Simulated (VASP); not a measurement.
# Mn (P6/mmm) in VASP: a series of runs

Runs on Mn. Level: RPBE. Tasks: single point.

Everything below comes from runs of VASP 6.6.1. Logs are shortened: lines on timing, memory, paths and dates and some standing lists are left out, and cuts for length are marked.

### 1 The cell of the first run

Symmetry: P6/mmm, No. 191, hexagonal system. Conventional cell: a = 4.036 Å, b = 4.036 Å, c = 2.530 Å, α = 90.00°, β = 90.00°, γ = 120.00°. Within 3.3 Å of Mn (site symmetry 6/mmm) lie 14 Mn at 2.53 to 2.65 Å. Mn (site symmetry -6m2) has 11 Mn at 2.33 to 2.65 Å within 3.1 Å.

### 2 Single point, RPBE (volume scaled by 1.08)

File INCAR:

```
PREC = Accurate
ENCUT = 520
EDIFF = 1E-6
ISMEAR = -1
SIGMA = 0.1
LREAL = F
LASPH = T
NELM = 100
ALGO = Normal
ISIF = 2
LWAVE = F
LCHARG = F
GGA = RP
NBANDS = 26
```

File KPOINTS:

```
regular mesh
0
Gamma
  10 10 14
```

File POSCAR:

```
Mn
1.0
    4.0361480534      0.0000000000      0.0000000000
   -2.0180740267      3.4954067477      0.0000000000
    0.0000000000      0.0000000000      2.5299531628
Mn
3
Direct
    1.0000000000      1.0000000000      0.0000000000
    0.3333333333      0.6666666667      0.5000000000
    0.6666666667      0.3333333333      0.5000000000
```

Potentials or basis: VASP PAW PBE potentials, release 64 (Mn_pv).

The run is started by

```bash
> cat potpaw_PBE.64/Mn_pv/POTCAR > POTCAR
> mpirun -np 1 vasp_std > vasp.out
```

OUTCAR:

```text
PREC = Accurate
   ENCUT = 520
   EDIFF = 1E-6
   ISMEAR = -1
   LREAL = F
   LASPH = T
   NELM = 100
   ISIF = 2
   GGA = RP

 ion  position               nearest neighbor table
   1  0.000  0.000  0.000-   2 2.65   3 2.65   2 2.65   3 2.65   3 2.65   3 2.65   2 2.65   2 2.65
                             3 2.65   3 2.65   2 2.65   2 2.65
   2  0.333  0.667  0.500-   3 2.33   3 2.33   3 2.33   1 2.65   1 2.65   1 2.65   1 2.65   1 2.65
                             1 2.65
   3  0.667  0.333  0.500-   2 2.33   2 2.33   2 2.33   1 2.65   1 2.65   1 2.65   1 2.65   1 2.65
                             1 2.65

  LATTYP: Found a hexagonal cell.
 ALAT       =     4.0361480534
 C/A-ratio  =     0.6268236768

  Lattice vectors:

 A1 = (   4.0361480534,   0.0000000000,   0.0000000000)
 A2 = (  -2.0180740267,   3.4954067477,   0.0000000000)
 A3 = (   0.0000000000,   0.0000000000,   2.5299531628)

Analysis of symmetry for initial positions (statically):
=====================================================================
 Subroutine PRICEL returns:
 Original cell was already a primitive cell.

 Routine SETGRP: Setting up the symmetry group for a
 hexagonal supercell.

 Subroutine GETGRP returns: Found 24 space group operations
 (whereof 24 operations were pure point group operations)
 out of a pool of 24 trial point group operations.

The static configuration has the point symmetry D_6h.

Analysis of symmetry for dynamics (positions and initial velocities):
=====================================================================
 Subroutine PRICEL returns:
 Original cell was already a primitive cell.

 Routine SETGRP: Setting up the symmetry group for a
 hexagonal supercell.

 Subroutine GETGRP returns: Found 24 space group operations
 (whereof 24 operations were pure point group operations)
 out of a pool of 24 trial point group operations.

The dynamic configuration has the point symmetry D_6h.

 Subroutine INISYM returns: Found 24 space group operations
 (whereof 24 operations are pure point group operations),
 and found     1 'primitive' translations

----------------------------------------------------------------------------------------

                                     Primitive cell

  volume of cell :      35.6925

[... 80 lines left out ...]
 SYSTEM =  unknown system
   PREC   = accura    normal or accurate (medium, high low for compatibility)
   ISTART =      0    job   : 0-new  1-cont  2-samecut
   ICHARG =      2    charge: 1-file 2-atom 10-const
   ISPIN  =      1    spin polarized calculation?
   LNONCOLLINEAR =      F non collinear calculations
   LSORBIT =      F    spin-orbit coupling
   LASPH  =      T    aspherical Exc in radial PAW
   ENCUT  =  520.0 eV  38.22 Ry    6.18 a.u.   7.50  7.50  4.70*2*pi/ulx,y,z
   NELM   =    100;   NELMIN=  2; NELMDL= -5     # of ELM steps
   EDIFF  = 0.1E-05   stopping-criterion for ELM
   LREAL  =      F    real-space projection
   EDIFFG = 0.1E-04   stopping-criterion for IOM
   NSW    =      0    number of steps for IOM
   IBRION =     -1    ionic relax: 0-MD 1-quasi-New 2-CG
   NFREE  =      0    steps in history (QN), initial steepest desc. (CG)
   ISIF   =      2    stress and relaxation
   ISYM   =      2    0-nonsym 1-usesym 2-fastsym
   POTIM  = 0.5000    time-step for ionic-motion
   TEBEG  =    0.0;   TEEND  =   0.0 temperature during run
   PSTRESS=    0.0 pullay stress
   NELECT =      39.0000    total number of electrons
   NUPDOWN=      -1.0000    fix difference up-down
   EMIN   =  10.00;   EMAX   =-10.00  energy-range for DOS
   EFERMI =   0.00;   METHOD = LEGACY
   ISMEAR =    -1;   SIGMA  =   0.10  broadening in eV -4-tet -1-fermi 0-gaus
   EFERMI_NEDOS =   21; number of points for ismear=-14 and -15
   IALGO  =     38    algorithm
   IMIX   =      4    mixing-type and parameters
     AMIX     =   0.40;   BMIX     =  1.00
     AMIX_MAG =   1.60;   BMIX_MAG =  1.00
  volume/ion in A,a.u.               =      11.90        80.29
  Fermi-wavevector in a.u.,A,eV,Ry     =   1.686180  3.186418 38.684126  2.843203
  Thomas-Fermi vector in A             =   2.768891
   LORBIT       =      0    0 simple, 1 ext, 2 COOP (PROOUT), +10 PAW based schemes
   GGA     = RP    functional components
   LHFCALC =     F    Hartree Fock is set to
   AEXX    =    0.0000 exact exchange contribution
   IVDW    =     0    specifies the selected vdW correction
   LEPSILON=     F    determine dielectric tensor
   LRPA    =     F    only Hartree local field effects (RPA)
 non-spin polarized calculation
  energy-cutoff  :      520.00
  volume of cell :       35.69
 maximum number of plane-waves:       981
 NGX is ok and might be reduce to    30
   NGX = 15   NGY = 15   NGZ =  9

 number of electron      39.0000055 magnetization

 Free energy of the ion-electron system (eV)
  ---------------------------------------------------
  ext. energy  EPLUGINS =         0.00000000
  ---------------------------------------------------
  free energy    TOTEN  =       -24.96499695 eV

  energy without entropy =      -24.83175393  energy(sigma->0) =      -24.89837544

 E-fermi :   9.1897     XC(G=0): -13.2784

 val. band max:        9.1799025961   @ k =   0.0000   0.0000   0.1429
 cond. band min:       9.1900062151   @ k =   0.2000   0.2000   0.4286
 fundamental gap:      0.0101036190
 Fermi energy:         9.1896729836

 k-point     1 :       0.0000    0.0000    0.0000
  band No.  band energies     occupation
      1     -39.0065      2.00000
      2     -39.0065      2.00000
      3     -38.7571      2.00000
      4     -38.7571      2.00000
      5     -38.6990      2.00000
      6     -38.5704      2.00000
[... 685 lines left out ...]
     25      10.7796      0.00000
     26      10.9866      0.00000

 [... further k-points ...]
[... 5 lines left out ...]
  --------------------------------------------------------------------------------------
  -------------------------------------------------------------------------------------
  Total       -3.7550305     -3.7550305     -3.5208699      0.0000000      0.0000000      0.0000000
  in kB     -168.5569877   -168.5569877   -158.0459132      0.0000000      0.0000000      0.0000000
  external PRESSURE =    -165.0532962 kB  Pullay stress =       0.0000000 kB

 VOLUME and BASIS-vectors are now :
 -----------------------------------------------------------------------------
  energy-cutoff  :      520.00
  volume of cell :       35.69
      direct lattice vectors                 reciprocal lattice vectors
     4.036148053  0.000000000  0.000000000     0.247760981  0.143044869  0.000000000
    -2.018074027  3.495406748  0.000000000     0.000000000  0.286089738  0.000000000
     0.000000000  0.000000000  2.529953163     0.000000000  0.000000000  0.395264234

 POSITION                                       TOTAL-FORCE (eV/Angst)
 -----------------------------------------------------------------------------------
      0.00000      0.00000      0.00000         0.000000      0.000000      0.000000
     -0.00000      2.33027      1.26498        -0.000000      0.000000     -0.000000
      2.01807      1.16514      1.26498         0.000000      0.000000      0.000000
 -----------------------------------------------------------------------------------
    total drift:                               -0.000000      0.000000      0.000000

  FREE ENERGIE OF THE ION-ELECTRON SYSTEM (eV)
  ---------------------------------------------------
  free  energy   TOTEN  =       -24.9649969507 eV

  energy  without entropy=      -24.8317539279  energy(sigma->0) =      -24.89837544
```

OSZICAR:

```text
N       E                     dE             d eps       ncg     rms          rms(c)
DAV:   1     0.437998945825E+03    0.43800E+03   -0.22791E+04  5944   0.203E+03
DAV:   2    -0.543192803360E+01   -0.44343E+03   -0.43370E+03  5852   0.554E+02
DAV:   3    -0.292515538988E+02   -0.23820E+02   -0.22865E+02  6198   0.143E+02
DAV:   4    -0.298612531676E+02   -0.60970E+00   -0.60417E+00  6490   0.230E+01
DAV:   5    -0.298721474154E+02   -0.10894E-01   -0.10889E-01  6330   0.326E+00    0.202E+01
DAV:   6    -0.261412988266E+02    0.37308E+01   -0.45984E+01  6126   0.650E+01    0.158E+01
DAV:   7    -0.354141944718E+02   -0.92729E+01   -0.74351E+01  7500   0.704E+01    0.434E+01
DAV:   8    -0.250249032511E+02    0.10389E+02   -0.50384E+01  7050   0.337E+01    0.357E+00
DAV:   9    -0.249949905004E+02    0.29913E-01   -0.51888E-01  6130   0.582E+00    0.184E+00
DAV:  10    -0.249693055774E+02    0.25685E-01   -0.23115E-01  6380   0.405E+00    0.874E-01
DAV:  11    -0.249654159905E+02    0.38896E-02   -0.14618E-02  6034   0.128E+00    0.298E-01
DAV:  12    -0.249650566017E+02    0.35939E-03   -0.16115E-03  6464   0.381E-01    0.133E-01
DAV:  13    -0.249650218303E+02    0.34771E-04   -0.85332E-05  6218   0.989E-02    0.517E-02
DAV:  14    -0.249649998445E+02    0.21986E-04   -0.58194E-05  6204   0.735E-02    0.155E-02
DAV:  15    -0.249649979920E+02    0.18525E-05   -0.43934E-06  5054   0.209E-02    0.666E-03
DAV:  16    -0.249649969610E+02    0.10309E-05   -0.71802E-07  2980   0.865E-03    0.696E-04
DAV:  17    -0.249649969507E+02    0.10361E-07   -0.13128E-07  2960   0.300E-03
   1 F= -.24964997E+02 E0= -.24898375E+02  d E =-.133243E+00
```

Run time: 1.7 min. Hardware: 1 thread of Intel Xeon 6975P-C, shared host; peak memory 0.2 GiB.

What came out:

```
Free energy : -24.9650 eV
Pressure    : -16.5 GPa
```

Caveat: the PAW data sets were made with another functional, which shifts forces and pressure a little; the run has no spin polarisation, though such a crystal can be magnetic. Spin polarisation is off, so any magnetic state and its effect on volume and gap are missing.

### 3 Single point, RPBE (volume scaled by 1.12)

File INCAR:

```
PREC = Accurate
ENCUT = 520
EDIFF = 1E-6
ISMEAR = -1
SIGMA = 0.1
LREAL = False
LASPH = True
NELM = 60
ALGO = Normal
ISIF = 2
LWAVE = False
LCHARG = False
GGA = RP
NBANDS = 26
```

KPOINTS is that of step 2.

File POSCAR:

```
Mn
1.0
    4.0853742226      0.0000000000      0.0000000000
   -2.0426871113      3.5380378607      0.0000000000
    0.0000000000      0.0000000000      2.5608092911
Mn
3
Direct
    1.0000000000      1.0000000000      0.0000000000
    0.3333333333      0.6666666667      0.5000000000
    0.6666666667      0.3333333333      0.5000000000
```

Potentials or basis: VASP PAW PBE potentials, release 64 (Mn_pv).

The run is started by

```bash
> cat potpaw_PBE.64/Mn_pv/POTCAR > POTCAR
> mpirun -np 1 vasp_std > vasp.out
```

OUTCAR:

```text
PREC = Accurate
   ENCUT = 520
   EDIFF = 1E-6
   ISMEAR = -1
   LREAL = False
   LASPH = True
   NELM = 60
   ISIF = 2
   GGA = RP

 ion  position               nearest neighbor table
   1  0.000  0.000  0.000-   2 2.68   3 2.68   2 2.68   3 2.68   2 2.68   2 2.68   3 2.68   3 2.68
                             3 2.68   3 2.68   2 2.68   2 2.68
   2  0.333  0.667  0.500-   3 2.36   3 2.36   3 2.36   1 2.68   1 2.68   1 2.68   1 2.68   1 2.68
                             1 2.68
   3  0.667  0.333  0.500-   2 2.36   2 2.36   2 2.36   1 2.68   1 2.68   1 2.68   1 2.68   1 2.68
                             1 2.68

  LATTYP: Found a hexagonal cell.
 ALAT       =     4.0853742226
 C/A-ratio  =     0.6268236767

  Lattice vectors:

 A1 = (   4.0853742226,   0.0000000000,   0.0000000000)
 A2 = (  -2.0426871113,   3.5380378607,   0.0000000000)
 A3 = (   0.0000000000,   0.0000000000,   2.5608092911)

Analysis of symmetry for initial positions (statically):
=====================================================================
 Subroutine PRICEL returns:
 Original cell was already a primitive cell.

 Routine SETGRP: Setting up the symmetry group for a
 hexagonal supercell.

 Subroutine GETGRP returns: Found 24 space group operations
 (whereof 24 operations were pure point group operations)
 out of a pool of 24 trial point group operations.

The static configuration has the point symmetry D_6h.

Analysis of symmetry for dynamics (positions and initial velocities):
=====================================================================
 Subroutine PRICEL returns:
 Original cell was already a primitive cell.

 Routine SETGRP: Setting up the symmetry group for a
 hexagonal supercell.

 Subroutine GETGRP returns: Found 24 space group operations
 (whereof 24 operations were pure point group operations)
 out of a pool of 24 trial point group operations.

The dynamic configuration has the point symmetry D_6h.

 Subroutine INISYM returns: Found 24 space group operations
 (whereof 24 operations are pure point group operations),
 and found     1 'primitive' translations
[... 114 lines left out ...]
   IALGO  =     38    algorithm
   IMIX   =      4    mixing-type and parameters
     AMIX     =   0.40;   BMIX     =  1.00
     AMIX_MAG =   1.60;   BMIX_MAG =  1.00
  volume/ion in A,a.u.               =      12.34        83.26
  Fermi-wavevector in a.u.,A,eV,Ry     =   1.665863  3.148024 37.757504  2.775098
  Thomas-Fermi vector in A             =   2.752159
   LORBIT       =      0    0 simple, 1 ext, 2 COOP (PROOUT), +10 PAW based schemes
   GGA     = RP    functional components
   LHFCALC =     F    Hartree Fock is set to
   AEXX    =    0.0000 exact exchange contribution
   IVDW    =     0    specifies the selected vdW correction
   LEPSILON=     F    determine dielectric tensor
   LRPA    =     F    only Hartree local field effects (RPA)
 non-spin polarized calculation
  energy-cutoff  :      520.00
  volume of cell :       37.01
 maximum number of plane-waves:      1018
   NGX = 15   NGY = 15   NGZ =  9

 number of electron      39.0000051 magnetization

 Free energy of the ion-electron system (eV)
  ---------------------------------------------------
  ext. energy  EPLUGINS =         0.00000000
  ---------------------------------------------------
  free energy    TOTEN  =       -24.80416616 eV

  energy without entropy =      -24.66273396  energy(sigma->0) =      -24.73345006

 E-fermi :   8.7312     XC(G=0): -13.0675

 val. band max:        8.7240495607   @ k =   0.0000   0.0000   0.1429
 cond. band min:       8.7380794664   @ k =   0.4000   0.2000   0.0000
 fundamental gap:      0.0140299057
 Fermi energy:         8.7312086937

 k-point     1 :       0.0000    0.0000    0.0000
  band No.  band energies     occupation
      1     -39.4299      2.00000
      2     -39.4299      2.00000
      3     -39.2045      2.00000
      4     -39.2045      2.00000
      5     -39.1624      2.00000
      6     -39.0491      2.00000
[... 685 lines left out ...]
     25      10.2387      0.00000
     26      10.4379      0.00000

 [... further k-points ...]

------------------------ aborting loop because EDIFF is reached ----------------------------------------

  FORCE on cell =-STRESS in cart. coord.  units (eV):
  Direction    XX          YY          ZZ          XY          YZ          ZX
  --------------------------------------------------------------------------------------
  -------------------------------------------------------------------------------------
  Total       -5.3009172     -5.3009172     -4.9508766      0.0000000      0.0000000      0.0000000
  in kB     -229.4510480   -229.4510480   -214.2994845      0.0000000      0.0000000      0.0000000
  external PRESSURE =    -224.4005268 kB  Pullay stress =       0.0000000 kB

 VOLUME and BASIS-vectors are now :
 -----------------------------------------------------------------------------
  energy-cutoff  :      520.00
  volume of cell :       37.01
      direct lattice vectors                 reciprocal lattice vectors
     4.085374223  0.000000000  0.000000000     0.244775618  0.141321269  0.000000000
    -2.042687111  3.538037861  0.000000000     0.000000000  0.282642538  0.000000000
     0.000000000  0.000000000  2.560809291     0.000000000  0.000000000  0.390501551

 POSITION                                       TOTAL-FORCE (eV/Angst)
 -----------------------------------------------------------------------------------
      0.00000      0.00000      0.00000        -0.000000      0.000000      0.000000
     -0.00000      2.35869      1.28040        -0.000000      0.000000      0.000000
      2.04269      1.17935      1.28040         0.000000     -0.000000      0.000000
 -----------------------------------------------------------------------------------
    total drift:                               -0.000000      0.000000      0.000000

  FREE ENERGIE OF THE ION-ELECTRON SYSTEM (eV)
  ---------------------------------------------------
  free  energy   TOTEN  =       -24.8041661602 eV

  energy  without entropy=      -24.6627339598  energy(sigma->0) =      -24.73345006
```

stdout:

```text
POSCAR found type information on POSCAR Mn
 POSCAR found :  1 types and       3 ions
 scaLAPACK will be used
 -----------------------------------------------------------------------------
|                                                                             |
|                                                                             |
|     You enforced a specific xc type in the INCAR file but a different       |
|     I HOPE YOU KNOW WHAT YOU ARE DOING!                                     |
|                                                                             |
 -----------------------------------------------------------------------------

 LDA part: xc-table for (Slater+PW92), standard interpolation
 POSCAR, INCAR and KPOINTS ok, starting setup
 FFT: planning ... GRIDC
 FFT: planning ... GRID_SOFT
 FFT: planning ... GRID
 WAVECAR not read
 entering main loop
```

Wall time 98 s (1 thread of Intel Xeon 6975P-C, shared host); peak memory 0.21 GiB.

What came out:

| Quantity | Value |
| --- | --- |
| Free energy | -24.8042 eV |
| Pressure | -22.4 GPa |

Stress tensor (GPa, compression positive):
```
-22.95   0.00   0.00
  0.00 -22.95   0.00
  0.00   0.00 -21.43
```

Caveat: the PAW data sets were made with another functional, which shifts forces and pressure a little; the run has no spin polarisation, though such a crystal can be magnetic. Spin polarisation is off, so any magnetic state and its effect on volume and gap are missing.
